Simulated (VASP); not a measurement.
# Pt in VASP: further runs, part 2 of 2

VASP 6.6.1.

### Step 5. Single point, LDA (normal strain along x +0.0000, normal strain along z +0.0350)

INCAR

```
ALGO = Normal
EDIFF = 1E-7
ENCUT = 520
ISIF = 2
ISMEAR = 0
LASPH = T
LCHARG = F
LREAL = F
LWAVE = F
NBANDS = 11
NELM = 60
PREC = Accurate
SIGMA = 0.15
```

KPOINTS

```
k-points
0
Gamma
  20 20 20
```

POSCAR

```
Pt
1.0
    0.0000000000      1.9468328700      2.0149720204
    1.9468328700      0.0000000000      2.0149720204
    1.9468328700      1.9468328700      0.0000000000
Pt
1
Direct
    0.0000000000      0.0000000000      0.0000000000
```

Potentials or basis: VASP PAW LDA potentials, release 64 (Pt).

Run with:

```
$ cat potpaw_LDA.64/Pt/POTCAR > POTCAR
$ mpirun -np 1 vasp_std > vasp.out
```

OUTCAR:

```text
EDIFF = 1E-7
   ENCUT = 520
   ISIF = 2
   ISMEAR = 0
   LASPH = T
   LREAL = F
   NELM = 60
   PREC = Accurate

 ion  position               nearest neighbor table
   1  0.000  0.000  0.000-

  LATTYP: Found a body centered tetragonal cell.
 ALAT       =     2.7532374484
 C/A-ratio  =     1.4637110370

  Lattice vectors:

 A1 = (  -1.9468328700,   0.0000000000,   2.0149720204)
 A2 = (   1.9468328700,   0.0000000000,   2.0149720204)
 A3 = (   0.0000000000,   1.9468328700,  -2.0149720204)

Analysis of symmetry for initial positions (statically):
=====================================================================
 Subroutine PRICEL returns:
 Original cell was already a primitive cell.

 Routine SETGRP: Setting up the symmetry group for a
 body centered tetragonal supercell.

 Subroutine GETGRP returns: Found 16 space group operations
 (whereof 16 operations were pure point group operations)
 out of a pool of 16 trial point group operations.

The static configuration has the point symmetry D_4h.

Analysis of symmetry for dynamics (positions and initial velocities):
=====================================================================
 Subroutine PRICEL returns:
 Original cell was already a primitive cell.

 Routine SETGRP: Setting up the symmetry group for a
 body centered tetragonal supercell.

 Subroutine GETGRP returns: Found 16 space group operations
 (whereof 16 operations were pure point group operations)
 out of a pool of 16 trial point group operations.

The dynamic configuration has the point symmetry D_4h.

 Subroutine INISYM returns: Found 16 space group operations
 (whereof 16 operations are pure point group operations),
 and found     1 'primitive' translations

----------------------------------------------------------------------------------------

                                     Primitive cell

  volume of cell :      15.2741

  direct lattice vectors                    reciprocal lattice vectors
     0.000000000  1.946832870  2.014972020    -0.256827388  0.256827388  0.248142403
     1.946832870  0.000000000  2.014972020     0.256827388 -0.256827388  0.248142403
     1.946832870  1.946832870  0.000000000     0.256827388  0.256827388 -0.248142403

  length of vectors
     2.801833412  2.801833412  2.753237448     0.439880968  0.439880968  0.439880968

  position of ions in fractional coordinates (direct lattice)
     0.000000000  0.000000000  0.000000000

  ion indices of the primitive-cell ions
   primitive index   ion index
                 1           1

----------------------------------------------------------------------------------------

 KPOINTS: k-points

Automatic generation of k-mesh.
 Grid dimensions read from file:
 generate k-points for:   20   20   20

 Generating k-lattice:

  Cartesian coordinates                     Fractional coordinates (reciprocal lattice)
    -0.012841369  0.012841369  0.012407120     0.050000000  0.000000000  0.000000000
     0.012841369 -0.012841369  0.012407120     0.000000000  0.050000000  0.000000000
     0.012841369  0.012841369 -0.012407120    -0.000000000 -0.000000000  0.050000000

  Length of vectors
     0.021994048  0.021994048  0.021994048

  Shift w.r.t. Gamma in fractional coordinates (k-lattice)
     0.000000000  0.000000000  0.000000000

 Subroutine IBZKPT returns following result:
 ===========================================

 Found    641 irreducible k-points:

 Following reciprocal coordinates:
            Coordinates               Weight
  0.000000  0.000000  0.000000      1.000000
  0.050000  0.000000  0.000000      8.000000
  0.100000  0.000000  0.000000      8.000000
  0.150000  0.000000  0.000000      8.000000
  0.200000  0.000000  0.000000      8.000000
  0.250000  0.000000  0.000000      8.000000
[... 16 lines left out ...]
 -0.400000  0.050000  0.000000      8.000000
 -0.350000  0.050000  0.000000      8.000000
 [... further k-points ...]
   k-points           NKPTS =    641   k-points in BZ     NKDIM =    641   number of bands    NBANDS=     11
   number of dos      NEDOS =    301   number of ions     NIONS =      1
   total plane-waves  NPLWV =  11520
   dimension x,y,z NGX =    24 NGY =   24 NGZ =   20
   dimension x,y,z NGXF=    48 NGYF=   48 NGZF=   40
   ions per type =               1
   NGX,Y,Z   is equivalent  to a cutoff of  14.24, 14.24, 12.08 a.u.
   NGXF,Y,Z  is equivalent  to a cutoff of  28.48, 28.48, 24.15 a.u.
 SYSTEM =  unknown system
   PREC   = accura    normal or accurate (medium, high low for compatibility)
   ISTART =      0    job   : 0-new  1-cont  2-samecut
   ICHARG =      2    charge: 1-file 2-atom 10-const
   ISPIN  =      1    spin polarized calculation?
   LNONCOLLINEAR =      F non collinear calculations
   LSORBIT =      F    spin-orbit coupling
   LASPH  =      T    aspherical Exc in radial PAW
   ENCUT  =  520.0 eV  38.22 Ry    6.18 a.u.   5.21  5.21  5.12*2*pi/ulx,y,z
   NELM   =     60;   NELMIN=  2; NELMDL= -5     # of ELM steps
   EDIFF  = 0.1E-06   stopping-criterion for ELM
   LREAL  =      F    real-space projection
   EDIFFG = 0.1E-05   stopping-criterion for IOM
   NSW    =      0    number of steps for IOM
   IBRION =     -1    ionic relax: 0-MD 1-quasi-New 2-CG
   NFREE  =      0    steps in history (QN), initial steepest desc. (CG)
   ISIF   =      2    stress and relaxation
   ISYM   =      2    0-nonsym 1-usesym 2-fastsym
   POTIM  = 0.5000    time-step for ionic-motion
   TEBEG  =    0.0;   TEEND  =   0.0 temperature during run
   PSTRESS=    0.0 pullay stress
   NELECT =      10.0000    total number of electrons
   NUPDOWN=      -1.0000    fix difference up-down
   EMIN   =  10.00;   EMAX   =-10.00  energy-range for DOS
   EFERMI =   0.00;   METHOD = LEGACY
   ISMEAR =     0;   SIGMA  =   0.15  broadening in eV -4-tet -1-fermi 0-gaus
   EFERMI_NEDOS =   21; number of points for ismear=-14 and -15
   IALGO  =     38    algorithm
   IMIX   =      4    mixing-type and parameters
     AMIX     =   0.40;   BMIX     =  1.00
     AMIX_MAG =   1.60;   BMIX_MAG =  1.00
  volume/ion in A,a.u.               =      15.27       103.07
  Fermi-wavevector in a.u.,A,eV,Ry     =   1.421530  2.686302 27.493941  2.020748
  Thomas-Fermi vector in A             =   2.542330
   LORBIT       =      0    0 simple, 1 ext, 2 COOP (PROOUT), +10 PAW based schemes
   GGA     = CA    functional components
   LHFCALC =     F    Hartree Fock is set to
   AEXX    =    0.0000 exact exchange contribution
   IVDW    =     0    specifies the selected vdW correction
   LEPSILON=     F    determine dielectric tensor
   LRPA    =     F    only Hartree local field effects (RPA)
 non-spin polarized calculation
 Gauss-broadening in eV      SIGMA  =   0.15
  energy-cutoff  :      520.00
  volume of cell :       15.27
 maximum number of plane-waves:       424
 NGX is ok and might be reduce to    24
   NGX = 11   NGY = 11   NGZ = 11

 number of electron      10.0000001 magnetization

 Free energy of the ion-electron system (eV)
  ---------------------------------------------------
  ext. energy  EPLUGINS =         0.00000000
  ---------------------------------------------------
  free energy    TOTEN  =        -7.49904646 eV

  energy without entropy =       -7.47885273  energy(sigma->0) =       -7.48894959

 E-fermi :  10.8929     XC(G=0): -13.6132

 val. band max:       10.8920020788   @ k =  -0.2500   0.4000   0.2000
 cond. band min:      10.8934753480   @ k =   0.4000   0.3500   0.0000
 fundamental gap:      0.0014732692
 Fermi energy:        10.8929301795

 k-point     1 :       0.0000    0.0000    0.0000
  band No.  band energies     occupation
      1       0.7887      2.00000
      2       6.8846      2.00000
      3       7.2965      2.00000
      4       7.2965      2.00000
      5       9.0520      2.00000
      6       9.5353      2.00000
      7      25.5706      0.00000
      8      29.8389      0.00000
      9      30.6873      0.00000
     10      30.6873      0.00000
     11      35.8325      0.00000

 k-point     2 :       0.0500    0.0000    0.0000
  band No.  band energies     occupation
      1       0.8886      2.00000
      2       6.8982      2.00000
      3       7.2779      2.00000
      4       7.3364      2.00000
      5       9.0347      2.00000
      6       9.5073      2.00000
      7      25.7262      0.00000
      8      29.6671      0.00000
      9      30.4615      0.00000
     10      30.8421      0.00000
     11      36.4367      0.00000
[... 295 lines left out ...]
 k-point    24 :      -0.3500    0.0500    0.0000
  band No.  band energies     occupation
      1       3.6890      2.00000
      2       7.0501      2.00000
      3       7.5166      2.00000
      4       8.0970      2.00000
      5      10.1041      2.00000
      6      10.8328      1.42943
      7      19.8549      0.00000
      8      25.9383      0.00000
      9      30.0767      0.00000
     10      32.0993      0.00000
     11      35.8360      0.00000

 [... further k-points ...]
[... 5 lines left out ...]
  --------------------------------------------------------------------------------------
  -------------------------------------------------------------------------------------
  Total       -0.7152360     -0.7152360     -1.0681741      0.0000000      0.0000000      0.0000000
  in kB      -75.0245811    -75.0245811   -112.0459797      0.0000000      0.0000000      0.0000000
  external PRESSURE =     -87.3650473 kB  Pullay stress =       0.0000000 kB

 VOLUME and BASIS-vectors are now :
 -----------------------------------------------------------------------------
  energy-cutoff  :      520.00
  volume of cell :       15.27
      direct lattice vectors                 reciprocal lattice vectors
     0.000000000  1.946832870  2.014972020    -0.256827388  0.256827388  0.248142403
     1.946832870  0.000000000  2.014972020     0.256827388 -0.256827388  0.248142403
     1.946832870  1.946832870  0.000000000     0.256827388  0.256827388 -0.248142403

 POSITION                                       TOTAL-FORCE (eV/Angst)
 -----------------------------------------------------------------------------------
      0.00000      0.00000      0.00000         0.000000     -0.000000      0.000000
 -----------------------------------------------------------------------------------
    total drift:                                0.000000      0.000000     -0.000000

  FREE ENERGIE OF THE ION-ELECTRON SYSTEM (eV)
  ---------------------------------------------------
  free  energy   TOTEN  =        -7.4990464573 eV

  energy  without entropy=       -7.4788527275  energy(sigma->0) =       -7.48894959
```

OSZICAR:

```text
N       E                     dE             d eps       ncg     rms          rms(c)
DAV:   1     0.384174971231E+02    0.38417E+02   -0.53284E+03 14534   0.842E+02
DAV:   2    -0.732673085501E+01   -0.45744E+02   -0.43783E+02 16132   0.177E+02
DAV:   3    -0.793590239922E+01   -0.60917E+00   -0.60532E+00 16498   0.194E+01
DAV:   4    -0.793826377295E+01   -0.23614E-02   -0.23612E-02 16198   0.142E+00
DAV:   5    -0.793828244625E+01   -0.18673E-04   -0.18673E-04 16503   0.118E-01    0.128E+01
DAV:   6    -0.754332629743E+01    0.39496E+00   -0.96189E-01 15101   0.761E+00    0.653E+00
DAV:   7    -0.750351379644E+01    0.39813E-01   -0.13096E-01 16355   0.269E+00    0.258E+00
DAV:   8    -0.749920654107E+01    0.43073E-02   -0.49215E-03 15308   0.668E-01    0.538E-01
DAV:   9    -0.749904320397E+01    0.16334E-03   -0.11311E-04 15752   0.101E-01    0.114E-02
DAV:  10    -0.749904640066E+01   -0.31967E-05   -0.22607E-06 16594   0.102E-02    0.257E-03
DAV:  11    -0.749904645729E+01   -0.56627E-07   -0.49794E-08 14438   0.203E-03
   1 F= -.74990465E+01 E0= -.74889496E+01  d E =-.201937E-01
```

Run time: 68 s. Hardware: 1 thread of Intel Xeon 8259CL, shared host; peak memory 0.22 GiB.

Results:

| Item | Value |
| --- | --- |
| Free energy | -7.4990 eV |
| Pressure | -8.7 GPa |
| Band gap on the k mesh | zero (bands 5 and 6 overlap by 2.31 eV) |

Stress tensor (GPa, compression positive):
```
 -7.50   0.00   0.00
  0.00  -7.50   0.00
  0.00   0.00 -11.20
```

Caveat: the cell differs from its parent crystal (normal strain along x +0.0000, normal strain along z +0.0350); the cell stands under tension; spin-orbit coupling is left out, which moves the levels of the heavy elements.

### Step 6. The runs side by side

```tsv
cell	gap on the mesh (eV)	pressure (GPa)
a = 2.777, b = 2.777, c = 2.753 Å, angles 60.3, 60.3, 59.4°, 1 atom	none	-4.2
a = 2.659, b = 2.581, c = 2.679 Å, angles 60.7, 57.8, 61.5°, 1 atom	none	57.9
a = 2.753, b = 2.791, c = 2.791 Å, angles 59.1, 60.5, 60.5°, 1 atom	none	-6.8
a = 2.802, b = 2.802, c = 2.753 Å, angles 60.6, 60.6, 58.9°, 1 atom	none	-8.7
```

Alike in all rows: task single point; level LDA; potentials or basis VASP PAW LDA potentials, release 64 (Pt); no spin polarisation; k mesh 20 × 20 × 20; cutoff (eV) 520; smearing gaussian 0.15 eV.

Caveats: spin-orbit coupling is left out, which moves the levels of the heavy elements; the cell stands under tension (at least some runs); the stress differs along the axes, from 48 to 63 GPa (at least some runs).

Absolute energies hang on the potentials; compare differences alone.
